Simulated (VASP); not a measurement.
# Ca (P6/mmm) in VASP: a series of runs

Runs on Ca. Level: LDA. Tasks: single point, relaxation of cell and atoms.

Everything below comes from runs of VASP 6.6.1. Logs are shortened: lines on timing, memory, paths and dates and some standing lists are left out, and cuts for length are marked.

### 1 The cell of the first run

It takes space group P6/mmm (No. 191, hexagonal). The conventional cell has a = 6.147 Å, b = 6.147 Å, c = 3.666 Å, α = 90.00°, β = 90.00°, γ = 120.00°. Ca (site symmetry 6/mmm) has 14 Ca at 3.67 to 3.99 Å within 4.8 Å. Ca (site symmetry -6m2) has 11 Ca at 3.55 to 3.99 Å within 4.7 Å.

This isn't the form of Ca at room conditions, which is fcc.

### 2 Single point, LDA (39.99 Å³/atom)

File INCAR:

```
  PREC = Accurate
  ENCUT = 520
  EDIFF = 1E-6
  ISMEAR = -1
  SIGMA = 0.1
  LREAL = False
  LASPH = True
  NELM = 100
  ALGO = Normal
  ISIF = 2
  LWAVE = False
  LCHARG = False
  NBANDS = 22
```

File KPOINTS:

```
regular mesh
0
Gamma
  7 7 10
```

File POSCAR:

```
Ca
1.0
    6.1471136737      0.0000000000      0.0000000000
   -3.0735568369      5.3235566014      0.0000000000
    0.0000000000      0.0000000000      3.6663258481
Ca
3
Direct
    0.0000000000      1.0000000000      0.0000000000
    0.3333333333      0.6666666667      0.5000000000
    0.6666666667      0.3333333333      0.5000000000
```

Potentials or basis: VASP PAW LDA potentials, release 64 (Ca_sv).

Launch:

```console
$ cat potpaw_LDA.64/Ca_sv/POTCAR > POTCAR
$ mpirun -np 1 vasp_std > vasp.out
```

OUTCAR:

```text
PREC = Accurate
   ENCUT = 520
   EDIFF = 1E-6
   ISMEAR = -1
   LREAL = False
   LASPH = True
   NELM = 100
   ISIF = 2

 ion  position               nearest neighbor table
   1  0.000  0.000  0.000-
   2  0.333  0.667  0.500-
   3  0.667  0.333  0.500-

  LATTYP: Found a hexagonal cell.
 ALAT       =     6.1471136737
 C/A-ratio  =     0.5964304620

  Lattice vectors:

 A1 = (   6.1471136737,   0.0000000000,   0.0000000000)
 A2 = (  -3.0735568369,   5.3235566014,   0.0000000000)
 A3 = (   0.0000000000,   0.0000000000,   3.6663258481)

Analysis of symmetry for initial positions (statically):
=====================================================================
 Subroutine PRICEL returns:
 Original cell was already a primitive cell.

 Routine SETGRP: Setting up the symmetry group for a
 hexagonal supercell.

 Subroutine GETGRP returns: Found 24 space group operations
 (whereof 24 operations were pure point group operations)
 out of a pool of 24 trial point group operations.

The static configuration has the point symmetry D_6h.

Analysis of symmetry for dynamics (positions and initial velocities):
=====================================================================
 Subroutine PRICEL returns:
 Original cell was already a primitive cell.

 Routine SETGRP: Setting up the symmetry group for a
 hexagonal supercell.

 Subroutine GETGRP returns: Found 24 space group operations
 (whereof 24 operations were pure point group operations)
 out of a pool of 24 trial point group operations.

The dynamic configuration has the point symmetry D_6h.

 Subroutine INISYM returns: Found 24 space group operations
 (whereof 24 operations are pure point group operations),
 and found     1 'primitive' translations

----------------------------------------------------------------------------------------

                                     Primitive cell

  volume of cell :     119.9787

  direct lattice vectors                    reciprocal lattice vectors
     6.147113674  0.000000000  0.000000000     0.162677974  0.093922172  0.000000000
    -3.073556837  5.323556601  0.000000000     0.000000000  0.187844344  0.000000000
     0.000000000  0.000000000  3.666325848     0.000000000  0.000000000  0.272752625

  length of vectors
     6.147113674  6.147113674  3.666325848     0.187844344  0.187844344  0.272752625

[... 78 lines left out ...]
   LSORBIT =      F    spin-orbit coupling
   LASPH  =      T    aspherical Exc in radial PAW
   ENCUT  =  520.0 eV  38.22 Ry    6.18 a.u.  11.43 11.43  6.82*2*pi/ulx,y,z
   NELM   =    100;   NELMIN=  2; NELMDL= -5     # of ELM steps
   EDIFF  = 0.1E-05   stopping-criterion for ELM
   LREAL  =      F    real-space projection
   EDIFFG = 0.1E-04   stopping-criterion for IOM
   NSW    =      0    number of steps for IOM
   IBRION =     -1    ionic relax: 0-MD 1-quasi-New 2-CG
   NFREE  =      0    steps in history (QN), initial steepest desc. (CG)
   ISIF   =      2    stress and relaxation
   ISYM   =      2    0-nonsym 1-usesym 2-fastsym
   POTIM  = 0.5000    time-step for ionic-motion
   TEBEG  =    0.0;   TEEND  =   0.0 temperature during run
   PSTRESS=    0.0 pullay stress
   NELECT =      30.0000    total number of electrons
   NUPDOWN=      -1.0000    fix difference up-down
   EMIN   =  10.00;   EMAX   =-10.00  energy-range for DOS
   EFERMI =   0.00;   METHOD = LEGACY
   ISMEAR =    -1;   SIGMA  =   0.10  broadening in eV -4-tet -1-fermi 0-gaus
   EFERMI_NEDOS =   21; number of points for ismear=-14 and -15
   IALGO  =     38    algorithm
   IMIX   =      4    mixing-type and parameters
     AMIX     =   0.40;   BMIX     =  1.00
     AMIX_MAG =   1.60;   BMIX_MAG =  1.00
  volume/ion in A,a.u.               =      39.99       269.89
  Fermi-wavevector in a.u.,A,eV,Ry     =   1.031368  1.949004 14.472802  1.063721
  Thomas-Fermi vector in A             =   2.165513
   LORBIT       =      0    0 simple, 1 ext, 2 COOP (PROOUT), +10 PAW based schemes
   GGA     = CA    functional components
   LHFCALC =     F    Hartree Fock is set to
   AEXX    =    0.0000 exact exchange contribution
   IVDW    =     0    specifies the selected vdW correction
   LEPSILON=     F    determine dielectric tensor
   LRPA    =     F    only Hartree local field effects (RPA)
 non-spin polarized calculation
  energy-cutoff  :      520.00
  volume of cell :      119.98
 maximum number of plane-waves:      3254
 NGX is ok and might be reduce to    48
   NGX = 23   NGY = 23   NGZ = 13

 number of electron      30.0000005 magnetization

 Free energy of the ion-electron system (eV)
  ---------------------------------------------------
  ext. energy  EPLUGINS =         0.00000000
  ---------------------------------------------------
  free energy    TOTEN  =        -6.51621130 eV

  energy without entropy =       -6.35684375  energy(sigma->0) =       -6.43652752

 E-fermi :   2.0189     XC(G=0):  -8.1361

 val. band max:        2.0113940255   @ k =   0.4286  -0.0000   0.3000
 cond. band min:       2.0404627467   @ k =   0.4286  -0.0000   0.2000
 fundamental gap:      0.0290687212
 Fermi energy:         2.0189458204

 k-point     1 :       0.0000    0.0000    0.0000
  band No.  band energies     occupation
      1     -39.4673      2.00000
      2     -39.4408      2.00000
      3     -39.3942      2.00000
      4     -20.8253      2.00000
      5     -20.8253      2.00000
      6     -20.7279      2.00000
[... 589 lines left out ...]
     21       3.7621      0.00000
     22       4.2837      0.00000

 [... further k-points ...]

------------------------ aborting loop because EDIFF is reached ----------------------------------------

  FORCE on cell =-STRESS in cart. coord.  units (eV):
  Direction    XX          YY          ZZ          XY          YZ          ZX
  --------------------------------------------------------------------------------------
  -------------------------------------------------------------------------------------
  Total       -0.5277698     -0.5277698     -0.4854661      0.0000000     -0.0000000      0.0000000
  in kB       -7.0477566     -7.0477566     -6.4828402      0.0000000     -0.0000000      0.0000000
  external PRESSURE =      -6.8594511 kB  Pullay stress =       0.0000000 kB

 VOLUME and BASIS-vectors are now :
 -----------------------------------------------------------------------------
  energy-cutoff  :      520.00
  volume of cell :      119.98
      direct lattice vectors                 reciprocal lattice vectors
     6.147113674  0.000000000  0.000000000     0.162677974  0.093922172  0.000000000
    -3.073556837  5.323556601  0.000000000     0.000000000  0.187844344  0.000000000
     0.000000000  0.000000000  3.666325848     0.000000000  0.000000000  0.272752625

 POSITION                                       TOTAL-FORCE (eV/Angst)
 -----------------------------------------------------------------------------------
      0.00000      0.00000      0.00000        -0.000000      0.000000      0.000000
     -0.00000      3.54904      1.83316         0.000000      0.000000     -0.000000
      3.07356      1.77452      1.83316         0.000000     -0.000000      0.000000
 -----------------------------------------------------------------------------------
    total drift:                               -0.000000      0.000000     -0.000000

  FREE ENERGIE OF THE ION-ELECTRON SYSTEM (eV)
  ---------------------------------------------------
  free  energy   TOTEN  =        -6.5162113036 eV

  energy  without entropy=       -6.3568437452  energy(sigma->0) =       -6.43652752
```

Wall time 1.8 min (1 thread of Intel Xeon Platinum 8488C (Sapphire Rapids), shared host); peak memory 0.25 GiB.

What came out:

| Item | Value |
| --- | --- |
| Free energy | -6.5162 eV |
| Pressure | -0.7 GPa |
| Band gap on the k mesh | zero (bands 15 and 16 overlap by 0.23 eV) |

(Part 1 of 3 ends here.)
